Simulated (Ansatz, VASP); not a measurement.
**SnSe: VASP beside Ansatz**

Contents of INCAR:

```
ALGO = Normal
EDIFF = 1E-6
EDIFFG = -0.01
ENCUT = 600
GGA = PE
IBRION = 2
ISIF = 3
ISMEAR = 0
LASPH = True
LCHARG = False
LREAL = False
LWAVE = False
NELM = 100
NSW = 100
PREC = Accurate
SIGMA = 0.02
```

File KPOINTS:

```
k-points
0
Gamma
  6 6 6
```

POSCAR

```
SnSe
1.0
    5.1500228760      0.0000000000      0.0000000000
    0.0000000000      5.1500228760      0.0000000000
    0.0000000000      0.0000000000      4.5041933546
Sn Se
2 2
Direct
    0.0000000000      0.5000000000      0.2858338666
    0.5000000000      0.0000000000      0.7141661334
    0.0000000000      0.0000000000      0.0000000000
    0.5000000000      0.5000000000      0.0000000000
```

Input for Ansatz:

```yaml
crystal:
  lattice:
    - [5.150022876, 0.0, 0.0]
    - [0.0, 5.150022876, 0.0]
    - [0.0, 0.0, 4.5041933546]
  atoms:
    - { symbol: Sn, position: [0.0, 0.5, 0.2858338666] }
    - { symbol: Sn, position: [0.5, 0.0, 0.7141661334] }
    - { symbol: Se, position: [0.0, 0.0, 0.0] }
    - { symbol: Se, position: [0.5, 0.5, 0.0] }
basis:
  ecutwfc: 420
kpoints:
  mp_grid: { grid: [6, 6, 6] }
hamiltonian:
  xc: pbe
scf:
  occupations: { method: gaussian, width: 0.02 }
output:
  forces: true
  stress: true
  eigenvalues: true
relax:
  adjacent_minimum: "off"
  f_tol: 0.01
  max_steps: 80
  cell: { stress_tol: 0.05 }
```

Alike in both runs: task relaxation of cell and atoms; functional PBE; k mesh 6 × 6 × 6; occupations gaussian, width 0.02 eV; no spin polarisation.

|  | VASP | Ansatz |
| --- | --- | --- |
| version | VASP 6.6.1 | Ansatz 0.2.0 |
| potentials or method | VASP PAW PBE potentials, release 64 (Sn_d, Se), cutoff 600 eV | scalar-relativistic, plane waves, PAW |
| valence electrons in the cell | 40 | 60 |

|  | VASP | Ansatz | Ansatz less VASP |
| --- | --- | --- | --- |
| gap on the k mesh at the Fermi level, each at its own relaxed structure (eV) | 0.36 | 0.36 | +0.008 |
| relaxed volume (Å³/atom) | 29.60 | 29.61 | +0.008 |
| relaxed cell length with the largest relative difference (Å) | 4.424 | 4.426 | +0.0012 |

VASP's potentials hold 40 valence electrons a cell and Ansatz's 60, so a difference there can come from the potentials and not from the codes.
